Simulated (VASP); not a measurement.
# Ta (Im-3m) in VASP: further runs

Ta is run at these levels: r2SCAN; tasks: single point.

Everything below comes from runs of VASP 6.6.1. Logs are shortened: lines on timing, memory, paths and dates and some standing lists are left out, and cuts for length are marked.

### Step 1. The cell of the first run

It takes space group Im-3m (No. 229, cubic). The conventional cell has a = 3.263 Å, b = 3.263 Å, c = 3.263 Å, α = 90.00°, β = 90.00°, γ = 90.00°. Within 3.7 Å of Ta (site symmetry m-3m) lie 14 Ta at 2.83 to 3.26 Å.

### Step 2. Single point, r2SCAN

File POSCAR:

```
Ta
1.0
   -1.6316892610      1.6316892610      1.6316892610
    1.6316892610     -1.6316892610      1.6316892610
    1.6316892610      1.6316892610     -1.6316892610
Ta
1
Direct
    0.0000000000      0.0000000000      0.0000000000
```

File INCAR.step1:

```
SYSTEM = Ta
PREC = Accurate
ENCUT = 520
ISMEAR = -1
SIGMA = 0.1
LREAL = .FALSE.
LASPH = .TRUE.
NELM = 100
NBANDS = 12
GGA = PE
ALGO = Normal
EDIFF = 1E-4
LWAVE = .TRUE.
LCHARG = .FALSE.
```

File INCAR.step2:

```
SYSTEM = Ta
PREC = Accurate
ENCUT = 520
EDIFF = 1E-7
ISMEAR = -1
SIGMA = 0.1
LREAL = .FALSE.
LASPH = .TRUE.
NELM = 100
ALGO = Normal
ISIF = 2
LWAVE = .FALSE.
LCHARG = .FALSE.
METAGGA = R2SCAN
LMIXTAU = .TRUE.
NBANDS = 12
ISTART = 1
```

File KPOINTS:

```
regular mesh
0
G
  14 14 14
  0 0 0
```

Potentials or basis: VASP PAW PBE potentials, release 64 (Ta_pv).

On the command line:

```
$ cat potpaw_PBE.64/Ta_pv/POTCAR > POTCAR
$ cp INCAR.step1 INCAR
$ mpirun -np 1 vasp_std > vasp.out
$ cp INCAR.step2 INCAR
$ mpirun -np 1 vasp_std > vasp.out
```

OUTCAR:

```text
SYSTEM = Ta
   PREC = Accurate
   ENCUT = 520
   EDIFF = 1E-7
   ISMEAR = -1
   LREAL = .FALSE.
   LASPH = .TRUE.
   NELM = 100
   ISIF = 2
   METAGGA = R2SCAN
   ISTART = 1

 ion  position               nearest neighbor table
   1  0.000  0.000  0.000-

  LATTYP: Found a body centered cubic cell.
 ALAT       =     3.2633785220

  Lattice vectors:

 A1 = (  -1.6316892610,   1.6316892610,   1.6316892610)
 A2 = (   1.6316892610,  -1.6316892610,   1.6316892610)
 A3 = (   1.6316892610,   1.6316892610,  -1.6316892610)

Analysis of symmetry for initial positions (statically):
=====================================================================
 Subroutine PRICEL returns:
 Original cell was already a primitive cell.

 Routine SETGRP: Setting up the symmetry group for a
 body centered cubic supercell.

 Subroutine GETGRP returns: Found 48 space group operations
 (whereof 48 operations were pure point group operations)
 out of a pool of 48 trial point group operations.

The static configuration has the point symmetry O_h .

Analysis of symmetry for dynamics (positions and initial velocities):
=====================================================================
 Subroutine PRICEL returns:
 Original cell was already a primitive cell.

 Routine SETGRP: Setting up the symmetry group for a
 body centered cubic supercell.

 Subroutine GETGRP returns: Found 48 space group operations
 (whereof 48 operations were pure point group operations)
 out of a pool of 48 trial point group operations.

The dynamic configuration has the point symmetry O_h .

 Subroutine INISYM returns: Found 48 space group operations
 (whereof 48 operations are pure point group operations),
 and found     1 'primitive' translations

----------------------------------------------------------------------------------------

                                     Primitive cell

  volume of cell :      17.3769

  direct lattice vectors                    reciprocal lattice vectors
    -1.631689261  1.631689261  1.631689261     0.000000000  0.306430895  0.306430895
     1.631689261 -1.631689261  1.631689261     0.306430895  0.000000000  0.306430895
     1.631689261  1.631689261 -1.631689261     0.306430895  0.306430895  0.000000000

  length of vectors
     2.826168702  2.826168702  2.826168702     0.433358727  0.433358727  0.433358727

  position of ions in fractional coordinates (direct lattice)
     0.000000000  0.000000000  0.000000000

  ion indices of the primitive-cell ions
   primitive index   ion index
                 1           1

----------------------------------------------------------------------------------------

 KPOINTS: regular mesh

Automatic generation of k-mesh.
 Grid dimensions read from file:
 generate k-points for:   14   14   14

 Generating k-lattice:

  Cartesian coordinates                     Fractional coordinates (reciprocal lattice)
     0.000000000  0.021887921  0.021887921     0.071428571  0.000000000  0.000000000
     0.021887921  0.000000000  0.021887921     0.000000000  0.071428571  0.000000000
     0.021887921  0.021887921  0.000000000     0.000000000  0.000000000  0.071428571

  Length of vectors
     0.030954195  0.030954195  0.030954195

  Shift w.r.t. Gamma in fractional coordinates (k-lattice)
     0.000000000  0.000000000  0.000000000

 Subroutine IBZKPT returns following result:
 ===========================================

 Found    104 irreducible k-points:

 Following reciprocal coordinates:
            Coordinates               Weight
  0.000000  0.000000  0.000000      1.000000
  0.071429  0.000000  0.000000     12.000000
  0.142857  0.000000  0.000000     12.000000
  0.214286  0.000000  0.000000     12.000000
  0.285714  0.000000  0.000000     12.000000
  0.357143  0.000000  0.000000     12.000000
[... 16 lines left out ...]
  0.285714  0.285714  0.000000     24.000000
  0.357143  0.285714  0.000000     24.000000
 [... further k-points ...]
   k-points           NKPTS =    104   k-points in BZ     NKDIM =    104   number of bands    NBANDS=     12
   number of dos      NEDOS =    301   number of ions     NIONS =      1
   total plane-waves  NPLWV =  13824
   dimension x,y,z NGX =    24 NGY =   24 NGZ =   24
   dimension x,y,z NGXF=    48 NGYF=   48 NGZF=   48
   ions per type =               1
   NGX,Y,Z   is equivalent  to a cutoff of  14.12, 14.12, 14.12 a.u.
   NGXF,Y,Z  is equivalent  to a cutoff of  28.24, 28.24, 28.24 a.u.
 SYSTEM =  Ta
   PREC   = accura    normal or accurate (medium, high low for compatibility)
   ISTART =      1    job   : 0-new  1-cont  2-samecut
   ICHARG =      0    charge: 1-file 2-atom 10-const
   ISPIN  =      1    spin polarized calculation?
   LNONCOLLINEAR =      F non collinear calculations
   LSORBIT =      F    spin-orbit coupling
   LASPH  =      T    aspherical Exc in radial PAW
   ENCUT  =  520.0 eV  38.22 Ry    6.18 a.u.   5.25  5.25  5.25*2*pi/ulx,y,z
   NELM   =    100;   NELMIN=  2; NELMDL=  0     # of ELM steps
   EDIFF  = 0.1E-06   stopping-criterion for ELM
   LREAL  =      F    real-space projection
   EDIFFG = 0.1E-05   stopping-criterion for IOM
   NSW    =      0    number of steps for IOM
   IBRION =     -1    ionic relax: 0-MD 1-quasi-New 2-CG
   NFREE  =      0    steps in history (QN), initial steepest desc. (CG)
   ISIF   =      2    stress and relaxation
   ISYM   =      2    0-nonsym 1-usesym 2-fastsym
   POTIM  = 0.5000    time-step for ionic-motion
   TEBEG  =    0.0;   TEEND  =   0.0 temperature during run
   PSTRESS=    0.0 pullay stress
   NELECT =      11.0000    total number of electrons
   NUPDOWN=      -1.0000    fix difference up-down
   EMIN   =  10.00;   EMAX   =-10.00  energy-range for DOS
   EFERMI =   0.00;   METHOD = LEGACY
   ISMEAR =    -1;   SIGMA  =   0.10  broadening in eV -4-tet -1-fermi 0-gaus
   EFERMI_NEDOS =   21; number of points for ismear=-14 and -15
   IALGO  =     38    algorithm
   IMIX   =      4    mixing-type and parameters
     AMIX     =   0.40;   BMIX     =  1.00
     AMIX_MAG =   1.60;   BMIX_MAG =  1.00
  volume/ion in A,a.u.               =      17.38       117.27
  Fermi-wavevector in a.u.,A,eV,Ry     =   1.405664  2.656320 26.883643  1.975892
  Thomas-Fermi vector in A             =   2.528103
   LORBIT       =      0    0 simple, 1 ext, 2 COOP (PROOUT), +10 PAW based schemes
   METAGGA = R2SCAN    functional components
   LHFCALC =     F    Hartree Fock is set to
   AEXX    =    0.0000 exact exchange contribution
   IVDW    =     0    specifies the selected vdW correction
   LEPSILON=     F    determine dielectric tensor
   LRPA    =     F    only Hartree local field effects (RPA)
 non-spin polarized calculation
  energy-cutoff  :      520.00
  volume of cell :       17.38
 maximum number of plane-waves:       477
 NGX is ok and might be reduce to    24
   NGX = 11   NGY = 11   NGZ = 11

 number of electron      11.0000001 magnetization

 Free energy of the ion-electron system (eV)
  ---------------------------------------------------
  ext. energy  EPLUGINS =         0.00000000
  ---------------------------------------------------
  free energy    TOTEN  =       -48.58298121 eV

  energy without entropy =      -48.54851664  energy(sigma->0) =      -48.56574893

 E-fermi :   5.6317     XC(G=0): -13.9808

 val. band max:        5.6019298940   @ k =   0.3571   0.1429   0.1429
 cond. band min:       5.6520770769   @ k =  -0.2857   0.2857   0.1429
 fundamental gap:      0.0501471829
 Fermi energy:         5.6317199646

 k-point     1 :       0.0000    0.0000    0.0000
  band No.  band energies     occupation
      1     -28.4504      2.00000
      2     -28.4504      2.00000
      3     -28.4504      2.00000
      4      -2.8470      2.00000
      5       6.4594      0.00051
      6       6.4594      0.00051
      7       6.4594      0.00051
      8      10.0770      0.00000
      9      10.0770      0.00000
     10      17.9045      0.00000
     11      21.5695      0.00000
     12      21.5695      0.00000

 k-point     2 :       0.0714    0.0000    0.0000
  band No.  band energies     occupation
      1     -28.5259      2.00000
      2     -28.4730      2.00000
      3     -28.4509      2.00000
      4      -2.5984      2.00000
      5       6.2945      0.00264
      6       6.4059      0.00087
      7       6.7019      0.00005
      8       9.8127      0.00000
      9      10.0751      0.00000
     10      17.9047      0.00000
     11      21.7930      0.00000
     12      22.0047      0.00000

 k-point     3 :       0.1429    0.0000    0.0000
  band No.  band energies     occupation
      1     -28.7332      2.00000
      2     -28.5361      2.00000
      3     -28.4523      2.00000
      4      -1.8984      2.00000
      5       5.8645      0.17767
      6       6.1639      0.00972
      7       7.4161      0.00000
      8       9.3901      0.00000
      9      10.0932      0.00000
     10      17.9046      0.00000
     11      22.2673      0.00000
     12      23.2395      0.00000
[... 286 lines left out ...]
 k-point    23 :       0.2857    0.2857    0.0000
  band No.  band energies     occupation
      1     -29.5685      2.00000
      2     -29.1993      2.00000
      3     -28.6161      2.00000
      4       2.7161      2.00000
      5       4.0709      2.00000
      6       4.9750      1.99719
      7      10.0289      0.00000
      8      10.9233      0.00000
      9      16.3616      0.00000
     10      16.5079      0.00000
     11      17.9095      0.00000
     12      20.5399      0.00000

 k-point    24 :       0.3571    0.2857    0.0000
  band No.  band energies     occupation
      1     -29.5155      2.00000
      2     -29.3028      2.00000
      3     -28.6233      2.00000
      4       2.8617      2.00000
      5       4.2290      2.00000
      6       4.8228      1.99939
      7      10.2913      0.00000
      8      10.9154      0.00000
      9      15.6735      0.00000
     10      17.5989      0.00000
     11      17.9081      0.00000
     12      19.5122      0.00000

 [... further k-points ...]

------------------------ aborting loop because EDIFF is reached ----------------------------------------

  FORCE on cell =-STRESS in cart. coord.  units (eV):
  Direction    XX          YY          ZZ          XY          YZ          ZX
  --------------------------------------------------------------------------------------
  -------------------------------------------------------------------------------------
  Total        0.9822919      0.9822919      0.9822919     -0.0000000      0.0000000     -0.0000000
  in kB       90.5688402     90.5688402     90.5688402     -0.0000000      0.0000000     -0.0000000
  external PRESSURE =      90.5688402 kB  Pullay stress =       0.0000000 kB

 VOLUME and BASIS-vectors are now :
 -----------------------------------------------------------------------------
  energy-cutoff  :      520.00
  volume of cell :       17.38
      direct lattice vectors                 reciprocal lattice vectors
    -1.631689261  1.631689261  1.631689261     0.000000000  0.306430895  0.306430895
     1.631689261 -1.631689261  1.631689261     0.306430895  0.000000000  0.306430895
     1.631689261  1.631689261 -1.631689261     0.306430895  0.306430895  0.000000000

 POSITION                                       TOTAL-FORCE (eV/Angst)
 -----------------------------------------------------------------------------------
      0.00000      0.00000      0.00000         0.000000      0.000000      0.000000
 -----------------------------------------------------------------------------------
    total drift:                                0.000000      0.000000      0.000000

  FREE ENERGIE OF THE ION-ELECTRON SYSTEM (eV)
  ---------------------------------------------------
  free  energy   TOTEN  =       -48.5829812096 eV

  energy  without entropy=      -48.5485166405  energy(sigma->0) =      -48.56574893
```

Wall time 98 s (1 thread of Intel Xeon 8259CL, shared host); peak memory 0.16 GiB.

What came out:

- Free energy: -48.5830 eV
- Pressure: 9.1 GPa
- Band gap on the k mesh: zero (an odd number of electrons rules out a gap without spin polarisation)

Levels at points of the mesh, in eV from the Fermi level:
```
           k point  band 3  band 4  band 5  band 6  band 7  band 8
(0.00, 0.00, 0.00)  -34.08   -8.48    0.83    0.83    0.83    4.45
(0.50, 0.00, 0.00)  -34.09   -4.74   -1.69    1.64    4.34    5.45
(0.50, 0.50, 0.50)  -35.04   -4.19   -4.19    7.40    7.40    7.40
```

Caveat: the cell stands under pressure; the PAW data sets were made with another functional, which shifts forces and pressure a little; spin-orbit coupling is left out, which moves the levels of the heavy elements.

### Step 3. Single point, r2SCAN

This run uses another cell than the first one, of 17.93 Å³/atom.

File POSCAR:

```
Ta
1.0
   -1.6486872474      1.6486872474      1.6486872474
    1.6486872474     -1.6486872474      1.6486872474
    1.6486872474      1.6486872474     -1.6486872474
Ta
1
Direct
    0.0000000000      0.0000000000      0.0000000000
```

File INCAR.step1:

```
PREC = Accurate ; ENCUT = 520
ISMEAR = -1 ; SIGMA = 0.1
LREAL = F ; LASPH = T
NELM = 100 ; NBANDS = 12
GGA = PE ; ALGO = Normal
EDIFF = 1E-4 ; LWAVE = T
LCHARG = F
```

File INCAR.step2:

```
PREC = Accurate ; ENCUT = 520
EDIFF = 1E-6 ; ISMEAR = -1
SIGMA = 0.1 ; LREAL = F
LASPH = T ; NELM = 100
ALGO = Normal ; ISIF = 2
LWAVE = F ; LCHARG = F
METAGGA = R2SCAN ; LMIXTAU = T
NBANDS = 12 ; ISTART = 1
```

File KPOINTS:

```
regular mesh
0
Gamma
  14 14 14
```

Potentials or basis: VASP PAW PBE potentials, release 64 (Ta_pv).

On the command line:

```
$ cat potpaw_PBE.64/Ta_pv/POTCAR > POTCAR
$ cp INCAR.step1 INCAR
$ mpirun -np 1 vasp_std > vasp.out
$ cp INCAR.step2 INCAR
$ mpirun -np 1 vasp_std > vasp.out
```

Wall time 82 s (1 thread of Intel Xeon 8259CL, shared host); peak memory 0.16 GiB.

It converged, with:

```yaml
Free_energy: -48.6017 eV
Pressure: 2.0 GPa
Band_gap_on_the_k_mesh: zero (an odd number of electrons rules out a gap without spin polarisation)
```

Levels at points of the mesh, in eV from the Fermi level:
```csv
k point,band 3,band 4,band 5,band 6,band 7,band 8
"(0.00, 0.00, 0.00)",-34.22,-8.37,0.82,0.82,0.82,4.33
"(0.50, 0.00, 0.00)",-34.23,-4.60,-1.60,1.47,4.21,5.28
"(0.50, 0.50, 0.50)",-35.09,-3.99,-3.99,7.14,7.14,7.14
```

Caveat: the PAW data sets were made with another functional, which shifts forces and pressure a little; spin-orbit coupling is left out, which moves the levels of the heavy elements.

### Step 4. Single point, r2SCAN

This run uses another cell than the first one, of 17.93 Å³/atom.

POSCAR is that of step 3.

File INCAR.step1:

```
SYSTEM = Ta
  PREC = Accurate
  ENCUT = 520
  ISMEAR = -1
  SIGMA = 0.1
  LREAL = .False.
  LASPH = .True.
  NELM = 60
  NBANDS = 12
  GGA = PE
  ALGO = Normal
  EDIFF = 1E-4
  LWAVE = .True.
  LCHARG = .False.
```

File INCAR.step2:

```
SYSTEM = Ta
  PREC = Accurate
  ENCUT = 520
  EDIFF = 1E-6
  ISMEAR = -1
  SIGMA = 0.1
  LREAL = .False.
  LASPH = .True.
  NELM = 60
  ALGO = Normal
  ISIF = 2
  LWAVE = .False.
  LCHARG = .True.
  METAGGA = R2SCAN
  LMIXTAU = .True.
  LELF = .True.
  LVHAR = .True.
  NBANDS = 12
  ISTART = 1
```

File KPOINTS:

```
regular mesh
0
Gamma
  14 14 14
  0 0 0
```

On the command line:

```
$ cat potpaw_PBE.64/Ta_pv/POTCAR > POTCAR
$ cp INCAR.step1 INCAR
$ mpirun -np 1 vasp_std > vasp.out
$ cp INCAR.step2 INCAR
$ mpirun -np 1 vasp_std > vasp.out
```

Wall time 89 s (1 thread of Intel Xeon 8259CL, shared host); peak memory 0.16 GiB.

It converged, with:

```yaml
Free_energy: -48.6017 eV
Pressure: 2.0 GPa
Band_gap_on_the_k_mesh: zero (an odd number of electrons rules out a gap without spin polarisation)
```

Levels at points of the mesh, in eV from the Fermi level:
| k point | band 2 | band 3 | band 4 | band 5 | band 6 | band 7 | band 8 | band 9 |
| --- | --- | --- | --- | --- | --- | --- | --- | --- |
| (0.00, 0.00, 0.00) | -34.22 | -34.22 | -8.37 | 0.82 | 0.82 | 0.82 | 4.33 | 4.33 |
| (0.50, 0.00, 0.00) | -34.62 | -34.23 | -4.60 | -1.60 | 1.47 | 4.21 | 5.28 | 8.12 |
| (0.50, 0.50, 0.50) | -35.09 | -35.09 | -3.99 | -3.99 | 7.14 | 7.14 | 7.14 | 9.04 |

Caveat: the PAW data sets were made with another functional, which shifts forces and pressure a little; spin-orbit coupling is left out, which moves the levels of the heavy elements.
